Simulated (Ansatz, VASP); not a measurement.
# Si2N in VASP and in Ansatz

```xyz
6
Lattice="2.7188 0.0000 0.0000 -1.3594 2.3546 0.0000 0.0000 0.0000 10.7801" Properties=species:S:1:pos:R:3 pbc="T T T"
Si    0.0000    0.0000    8.0112
Si    0.0000    0.0000    2.7689
Si    0.0000    0.0000    0.0000
Si    0.0000    0.0000    5.3900
N     0.0000    1.5697    9.7530
N     1.3594    0.7849    1.0270
```

Change from the starting cell: ordered vacancies on the anion sites of nickel arsenide (P-3m1, No. 164).

Alike in both runs: functional PBE; k mesh 18 × 18 × 4; occupations gaussian, width 0.1 eV; no spin polarisation.

Ansatz relaxed the structure, and its values are those at the end. VASP's run is a single point on that final structure, the one shown.

|  | VASP | Ansatz |
| --- | --- | --- |
| version | VASP 6.6.1 | Ansatz 0.2.0 |
| potentials or method | VASP PAW PBE potentials, release 64 (Si, N), cutoff 520 eV | scalar-relativistic, plane waves, PAW |
| valence electrons in the cell | 26 | 26 |

```tsv
	VASP	Ansatz	Ansatz less VASP
gap on the k mesh at the Fermi level (eV)	none	none	-
pressure (GPa)	0.0	0.0	+0.03
```

A gap of «none» marks a metal or a gap that the smearing closes.
